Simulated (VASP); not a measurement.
# NaH (R-3m) in VASP: further runs

NaH is run at these levels: PBEsol; tasks: electric field gradients.

All numbers are computed with VASP 6.6.1; they aren't measurements. Logs are shortened: lines on timing, memory, paths and dates and some standing lists are left out, and cuts for length are marked.

## Step 1: The cell of the first run

It takes space group R-3m (No. 166, trigonal). The conventional cell has a = 3.485 Å, b = 3.485 Å, c = 8.283 Å, α = 90.00°, β = 90.00°, γ = 120.00°. Na (site symmetry -3m) has 6 H at 2.44 Å within 3.2 Å. H (site symmetry -3m) has 6 Na at 2.44 Å within 3.2 Å.

## Step 2: Electric field gradients, PBEsol (equal xy, yz and zx shear strains of -2 %)

The input, INCAR:

```
PREC = Accurate
ENCUT = 520
EDIFF = 1E-8
ISMEAR = -1
SIGMA = 0.03
LREAL = F
LASPH = T
NELM = 80
ALGO = Normal
ISIF = 2
LWAVE = F
LCHARG = F
GGA = PS
LEFG = T
NBANDS = 11
```

The input, KPOINTS:

```
regular mesh
0
Gamma
  9 9 9
```

The input, POSCAR:

```
NaH
1.0
   -0.0488000000      2.4156000000      2.4156000000
    2.4156000000     -0.0488000000      2.4156000000
    2.4156000000      2.4156000000     -0.0488000000
Na H
1 1
Direct
    0.0000000000      0.0000000000      0.0000000000
    0.5000000000      0.5000000000      0.5000000000
```

Potentials or basis: VASP PAW PBE potentials, release 64 (Na_pv, H).

The run is started by

```console
cat potpaw_PBE.64/Na_pv/POTCAR potpaw_PBE.64/H/POTCAR > POTCAR
mpirun -np 1 vasp_std > vasp.out
```

OUTCAR:

```text
PREC = Accurate
   ENCUT = 520
   EDIFF = 1E-8
   ISMEAR = -1
   LREAL = F
   LASPH = T
   NELM = 80
   ISIF = 2
   GGA = PS

 ion  position               nearest neighbor table
   1  0.000  0.000  0.000-
   2  0.500  0.500  0.500-

  LATTYP: Found a trigonal (rhomboedric) cell.
 ALAT       =     3.4165228171
 COS(alpha) =     0.4797000918

  Lattice vectors:

 A1 = (  -0.0488000000,   2.4156000000,   2.4156000000)
 A2 = (   2.4156000000,  -0.0488000000,   2.4156000000)
 A3 = (   2.4156000000,   2.4156000000,  -0.0488000000)

Analysis of symmetry for initial positions (statically):
=====================================================================
 Subroutine PRICEL returns:
 Original cell was already a primitive cell.

 Routine SETGRP: Setting up the symmetry group for a
 trigonal (rhombohedral) supercell.

 Subroutine GETGRP returns: Found 12 space group operations
 (whereof 12 operations were pure point group operations)
 out of a pool of 12 trial point group operations.

The static configuration has the point symmetry D_3d.

Analysis of symmetry for dynamics (positions and initial velocities):
=====================================================================
 Subroutine PRICEL returns:
 Original cell was already a primitive cell.

 Routine SETGRP: Setting up the symmetry group for a
 trigonal (rhombohedral) supercell.

 Subroutine GETGRP returns: Found 12 space group operations
 (whereof 12 operations were pure point group operations)
 out of a pool of 12 trial point group operations.

The dynamic configuration has the point symmetry D_3d.

 Subroutine INISYM returns: Found 12 space group operations
 (whereof 12 operations are pure point group operations),
 and found     1 'primitive' translations

----------------------------------------------------------------------------------------

                                     Primitive cell

  volume of cell :      29.0448

  direct lattice vectors                    reciprocal lattice vectors
    -0.048800000  2.415600000  2.415600000    -0.200818844  0.204959439  0.204959439
     2.415600000 -0.048800000  2.415600000     0.204959439 -0.200818844  0.204959439
     2.415600000  2.415600000 -0.048800000     0.204959439  0.204959439 -0.200818844

  length of vectors
     3.416522817  3.416522817  3.416522817     0.352625795  0.352625795  0.352625795

  position of ions in fractional coordinates (direct lattice)
     0.000000000  0.000000000  0.000000000
     0.500000000  0.500000000  0.500000000

  ion indices of the primitive-cell ions
   primitive index   ion index
                 1           1
                 2           2

----------------------------------------------------------------------------------------

 KPOINTS: regular mesh

Automatic generation of k-mesh.
 Grid dimensions read from file:
 generate k-points for:    9    9    9

 Generating k-lattice:

  Cartesian coordinates                     Fractional coordinates (reciprocal lattice)
    -0.022313205  0.022773271  0.022773271     0.111111111 -0.000000000 -0.000000000
     0.022773271 -0.022313205  0.022773271    -0.000000000  0.111111111 -0.000000000
     0.022773271  0.022773271 -0.022313205    -0.000000000 -0.000000000  0.111111111

  Length of vectors
     0.039180644  0.039180644  0.039180644

  Shift w.r.t. Gamma in fractional coordinates (k-lattice)
     0.000000000  0.000000000  0.000000000

 Subroutine IBZKPT returns following result:
 ===========================================

 Found     85 irreducible k-points:

 Following reciprocal coordinates:
            Coordinates               Weight
  0.000000  0.000000  0.000000      1.000000
  0.111111  0.000000  0.000000      6.000000
  0.222222 -0.000000 -0.000000      6.000000
  0.333333 -0.000000 -0.000000      6.000000
  0.444444 -0.000000 -0.000000      6.000000
  0.111111  0.111111 -0.000000      6.000000
[... 16 lines left out ...]
 -0.333333  0.333333  0.000000      6.000000
  0.444444  0.444444 -0.000000      6.000000
 [... further k-points ...]
   k-points           NKPTS =     85   k-points in BZ     NKDIM =     85   number of bands    NBANDS=     11
   number of dos      NEDOS =    301   number of ions     NIONS =      2
   total plane-waves  NPLWV =  21952
   dimension x,y,z NGX =    28 NGY =   28 NGZ =   28
   dimension x,y,z NGXF=    56 NGYF=   56 NGZF=   56
   ions per type =               1   1
   NGX,Y,Z   is equivalent  to a cutoff of  13.62, 13.62, 13.62 a.u.
   NGXF,Y,Z  is equivalent  to a cutoff of  27.25, 27.25, 27.25 a.u.
 SYSTEM =  unknown system
   PREC   = accura    normal or accurate (medium, high low for compatibility)
   ISTART =      0    job   : 0-new  1-cont  2-samecut
   ICHARG =      2    charge: 1-file 2-atom 10-const
   ISPIN  =      1    spin polarized calculation?
   LNONCOLLINEAR =      F non collinear calculations
   LSORBIT =      F    spin-orbit coupling
   LASPH  =      T    aspherical Exc in radial PAW
   ENCUT  =  520.0 eV  38.22 Ry    6.18 a.u.   6.35  6.35  6.35*2*pi/ulx,y,z
   NELM   =     80;   NELMIN=  2; NELMDL= -5     # of ELM steps
   EDIFF  = 0.1E-07   stopping-criterion for ELM
   LREAL  =      F    real-space projection
   EDIFFG = 0.1E-06   stopping-criterion for IOM
   NSW    =      0    number of steps for IOM
   IBRION =     -1    ionic relax: 0-MD 1-quasi-New 2-CG
   NFREE  =      0    steps in history (QN), initial steepest desc. (CG)
   ISIF   =      2    stress and relaxation
   ISYM   =      2    0-nonsym 1-usesym 2-fastsym
   POTIM  = 0.5000    time-step for ionic-motion
   TEBEG  =    0.0;   TEEND  =   0.0 temperature during run
   PSTRESS=    0.0 pullay stress
   NELECT =       8.0000    total number of electrons
   NUPDOWN=      -1.0000    fix difference up-down
   EMIN   =  10.00;   EMAX   =-10.00  energy-range for DOS
   EFERMI =   0.00;   METHOD = LEGACY
   ISMEAR =    -1;   SIGMA  =   0.03  broadening in eV -4-tet -1-fermi 0-gaus
   EFERMI_NEDOS =   21; number of points for ismear=-14 and -15
   IALGO  =     38    algorithm
   IMIX   =      4    mixing-type and parameters
     AMIX     =   0.40;   BMIX     =  1.00
     AMIX_MAG =   1.60;   BMIX_MAG =  1.00
  volume/ion in A,a.u.               =      14.52        98.00
  Fermi-wavevector in a.u.,A,eV,Ry     =   1.065161  2.012863 15.436744  1.134569
  Thomas-Fermi vector in A             =   2.200704
   LORBIT       =      0    0 simple, 1 ext, 2 COOP (PROOUT), +10 PAW based schemes
   GGA     = PS    functional components
   LHFCALC =     F    Hartree Fock is set to
   AEXX    =    0.0000 exact exchange contribution
   IVDW    =     0    specifies the selected vdW correction
   LEPSILON=     F    determine dielectric tensor
   LRPA    =     F    only Hartree local field effects (RPA)
 non-spin polarized calculation
  energy-cutoff  :      520.00
  volume of cell :       29.04
 maximum number of plane-waves:       799
 NGX is ok and might be reduce to    28
   NGX = 13   NGY = 13   NGZ = 13

 number of electron       8.0000006 magnetization

 Free energy of the ion-electron system (eV)
  ---------------------------------------------------
  ext. energy  EPLUGINS =         0.00000000
  ---------------------------------------------------
  free energy    TOTEN  =        -5.07825349 eV

  energy without entropy =       -5.07825349  energy(sigma->0) =       -5.07825349

 E-fermi :  -0.4822     XC(G=0):  -7.7912

 val. band max:       -1.2309557163   @ k =  -0.3333  -0.4444   0.2222
 cond. band min:       2.5145011251   @ k =  -0.4444   0.1111   0.1111
 fundamental gap:      3.7454568414
 Fermi energy:        -0.4822048966

 k-point     1 :       0.0000    0.0000    0.0000
  band No.  band energies     occupation
      1     -23.2384      2.00000
      2     -23.2338      2.00000
      3     -23.2338      2.00000
      4      -4.8238      2.00000
      5       8.9655      0.00000
      6      13.7712      0.00000
      7      13.7712      0.00000
      8      14.4980      0.00000
      9      14.6521      0.00000
     10      14.6521      0.00000
     11      15.0766      0.00000

 k-point     2 :       0.1111    0.0000    0.0000
  band No.  band energies     occupation
      1     -23.2451      2.00000
      2     -23.2386      2.00000
      3     -23.2348      2.00000
      4      -4.6166      2.00000
      5       8.2443      0.00000
      6      11.5723      0.00000
      7      13.1239      0.00000
      8      13.7153      0.00000
      9      15.5025      0.00000
     10      15.5923      0.00000
     11      16.3260      0.00000
[... 295 lines left out ...]
 k-point    24 :       0.4444    0.4444   -0.0000
  band No.  band energies     occupation
      1     -23.3128      2.00000
      2     -23.2638      2.00000
      3     -23.2635      2.00000
      4      -1.5462      2.00000
      5       3.3998      0.00000
      6       8.5469      0.00000
      7       8.9572      0.00000
      8       9.4563      0.00000
      9      10.4029      0.00000
     10      21.6139      0.00000
     11      23.3864      0.00000

 [... further k-points ...]
[... 5 lines left out ...]
  --------------------------------------------------------------------------------------
  -------------------------------------------------------------------------------------
  Total       -0.2167928     -0.2167928     -0.2167928      0.0742540      0.0742540      0.0742540
  in kB      -11.9587873    -11.9587873    -11.9587873      4.0960234      4.0960234      4.0960234
  external PRESSURE =     -11.9587873 kB  Pullay stress =       0.0000000 kB

 VOLUME and BASIS-vectors are now :
 -----------------------------------------------------------------------------
  energy-cutoff  :      520.00
  volume of cell :       29.04
      direct lattice vectors                 reciprocal lattice vectors
    -0.048800000  2.415600000  2.415600000    -0.200818844  0.204959439  0.204959439
     2.415600000 -0.048800000  2.415600000     0.204959439 -0.200818844  0.204959439
     2.415600000  2.415600000 -0.048800000     0.204959439  0.204959439 -0.200818844

 POSITION                                       TOTAL-FORCE (eV/Angst)
 -----------------------------------------------------------------------------------
      0.00000      0.00000      0.00000         0.000000     -0.000000      0.000000
      2.39120      2.39120      2.39120         0.000000      0.000000     -0.000000
 -----------------------------------------------------------------------------------
    total drift:                               -0.000000      0.000000      0.000000

  FREE ENERGIE OF THE ION-ELECTRON SYSTEM (eV)
  ---------------------------------------------------
  free  energy   TOTEN  =        -5.0782534930 eV

  energy  without entropy=       -5.0782534930  energy(sigma->0) =       -5.07825349

 Electric field gradients (V/A^2)
---------------------------------------------------------------------
 ion       V_xx      V_yy      V_zz      V_xy      V_xz      V_yz
---------------------------------------------------------------------
   1       0.000    -0.000     0.000     0.549     0.549     0.549
   2       0.000    -0.000     0.000    -0.049    -0.049    -0.049
---------------------------------------------------------------------

 Electric field gradients after diagonalization (V/A^2)
 (convention: |V_zz| > |V_xx| > |V_yy|)
----------------------------------------------------------------------
 ion       V_xx      V_yy      V_zz     asymmetry (V_yy - V_xx)/ V_zz
----------------------------------------------------------------------
   1      -0.549    -0.549     1.098       0.000
   2       0.049     0.049    -0.097       0.000
----------------------------------------------------------------------

           NMR quadrupolar parameters

 Cq : quadrupolar parameter    Cq=e*Q*V_zz/h
 eta: asymmetry parameters     (V_yy - V_xx)/ V_zz
 Q  : nuclear electric quadrupole moment in mb (millibarn)
----------------------------------------------------------------------
 ion       Cq(MHz)       eta       Q (mb)
----------------------------------------------------------------------
   1       0.003       0.000       1.000
   2      -0.000       0.000       1.000
----------------------------------------------------------------------
```

It took 43 s on 1 thread of AMD EPYC, shared host; peak memory 0.13 GiB.

Results:

- Free energy: -5.0783 eV
- Pressure: -1.2 GPa
- Band gap on the k mesh: 3.75 eV, indirect (least direct gap 4.52 eV)

Electric field gradients, principal values (V/Å²):
```csv
atom,least,middle,greatest (by size)
1 Na,-0.549,-0.549,1.098
2 H,0.049,0.049,-0.097
```

Caveat: the cell differs from its parent crystal (equal xy, yz and zx shear strains of -2 %); without QUAD_EFG the Cq values of the log hold for a quadrupole moment of 1 mb, not for the nuclei; the PAW data sets were made with another functional, which shifts forces and pressure a little. A k mesh can miss the band edges.

## Step 3: Electric field gradients, PBEsol (equal xy, yz and zx shear strains of -1 %)

The input, INCAR:

```
SYSTEM = NaH
PREC = Accurate ; ENCUT = 520
EDIFF = 1E-8 ; ISMEAR = -1
SIGMA = 0.03 ; LREAL = .False.
LASPH = .True. ; NELM = 100
ALGO = Normal ; ISIF = 2
LWAVE = .False. ; LCHARG = .False.
GGA = PS ; LEFG = .True.
NBANDS = 11
```

The input, KPOINTS:

```
regular mesh
0
Gamma
  9 9 9
  0 0 0
```

The input, POSCAR:

```
NaH
1.0
   -0.0244000000      2.4278000000      2.4278000000
    2.4278000000     -0.0244000000      2.4278000000
    2.4278000000      2.4278000000     -0.0244000000
Na H
1 1
Direct
    0.0000000000      0.0000000000      0.0000000000
    0.5000000000      0.5000000000      0.5000000000
```

Potentials or basis: VASP PAW PBE potentials, release 64 (Na_pv, H).

The run is started by

```console
cat potpaw_PBE.64/Na_pv/POTCAR potpaw_PBE.64/H/POTCAR > POTCAR
mpirun -np 1 vasp_std > vasp.out
```

OUTCAR:

```text
SYSTEM = NaH
   PREC = Accurate
   ENCUT = 520
   EDIFF = 1E-8
   ISMEAR = -1
   LREAL = .False.
   LASPH = .True.
   NELM = 100
   ISIF = 2
   GGA = PS

 ion  position               nearest neighbor table
   1  0.000  0.000  0.000-
   2  0.500  0.500  0.500-

  LATTYP: Found a trigonal (rhomboedric) cell.
 ALAT       =     3.4335143862
 COS(alpha) =     0.4899250057

  Lattice vectors:

[... 548 lines left out ...]

  FREE ENERGIE OF THE ION-ELECTRON SYSTEM (eV)
  ---------------------------------------------------
  free  energy   TOTEN  =        -5.0799066658 eV

  energy  without entropy=       -5.0799066657  energy(sigma->0) =       -5.07990667

 Electric field gradients (V/A^2)
---------------------------------------------------------------------
 ion       V_xx      V_yy      V_zz      V_xy      V_xz      V_yz
---------------------------------------------------------------------
   1      -0.000    -0.000    -0.000     0.276     0.276     0.276
   2       0.000    -0.000    -0.000    -0.024    -0.024    -0.024
---------------------------------------------------------------------

 Electric field gradients after diagonalization (V/A^2)
 (convention: |V_zz| > |V_xx| > |V_yy|)
----------------------------------------------------------------------
 ion       V_xx      V_yy      V_zz     asymmetry (V_yy - V_xx)/ V_zz
----------------------------------------------------------------------
   1      -0.276    -0.276     0.553       0.000
   2       0.024     0.024    -0.048       0.000
----------------------------------------------------------------------

           NMR quadrupolar parameters

 Cq : quadrupolar parameter    Cq=e*Q*V_zz/h
 eta: asymmetry parameters     (V_yy - V_xx)/ V_zz
 Q  : nuclear electric quadrupole moment in mb (millibarn)
----------------------------------------------------------------------
 ion       Cq(MHz)       eta       Q (mb)
----------------------------------------------------------------------
   1       0.001       0.000       1.000
   2      -0.000       0.000       1.000
----------------------------------------------------------------------
```

OSZICAR:

```text
N       E                     dE             d eps       ncg     rms          rms(c)
DAV:   1     0.374076568291E+02    0.37408E+02   -0.45550E+03  1882   0.732E+02
DAV:   2    -0.411951463235E+01   -0.41527E+02   -0.40806E+02  1963   0.192E+02
DAV:   3    -0.544389433865E+01   -0.13244E+01   -0.13224E+01  2286   0.329E+01
DAV:   4    -0.545265434143E+01   -0.87600E-02   -0.87588E-02  2162   0.268E+00
DAV:   5    -0.545273017012E+01   -0.75829E-04   -0.75828E-04  2156   0.260E-01    0.288E+00
DAV:   6    -0.515659353226E+01    0.29614E+00   -0.30280E-01  2245   0.316E+00    0.132E+00
DAV:   7    -0.507731614896E+01    0.79277E-01   -0.27372E-01  2160   0.220E+00    0.331E-01
DAV:   8    -0.507995723312E+01   -0.26411E-02   -0.66724E-03  2047   0.947E-01    0.597E-02
DAV:   9    -0.507991501584E+01    0.42217E-04   -0.74893E-04  2328   0.323E-01    0.191E-02
DAV:  10    -0.507990565630E+01    0.93595E-05   -0.42760E-05  2059   0.421E-02    0.291E-03
DAV:  11    -0.507990667050E+01   -0.10142E-05   -0.11805E-06  2175   0.636E-03    0.216E-03
DAV:  12    -0.507990666405E+01    0.64516E-08   -0.10180E-07  2125   0.215E-03    0.207E-04
DAV:  13    -0.507990666576E+01   -0.17058E-08   -0.46322E-09  1652   0.431E-04
   1 F= -.50799067E+01 E0= -.50799067E+01  d E =-.504188E-10
```

Run time: 44 s. Hardware: 1 thread of AMD EPYC, shared host; peak memory 0.13 GiB.

Results:

```
Free energy            : -5.0799 eV
Pressure               : -1.2 GPa
Band gap on the k mesh : 3.78 eV, indirect (least direct gap 4.53 eV)
```

Stress tensor (GPa, compression positive):
```
-1.20  0.21  0.21
 0.21 -1.20  0.21
 0.21  0.21 -1.20
```

Electric field gradients, principal values (V/Å²):
```tsv
atom	least	middle	greatest (by size)
1 Na	-0.276	-0.276	0.553
2 H	0.024	0.024	-0.048
```

Caveat: the cell differs from its parent crystal (equal xy, yz and zx shear strains of -1 %); without QUAD_EFG the Cq values of the log hold for a quadrupole moment of 1 mb, not for the nuclei; the PAW data sets were made with another functional, which shifts forces and pressure a little.

(Part 1 of 2 ends here.)
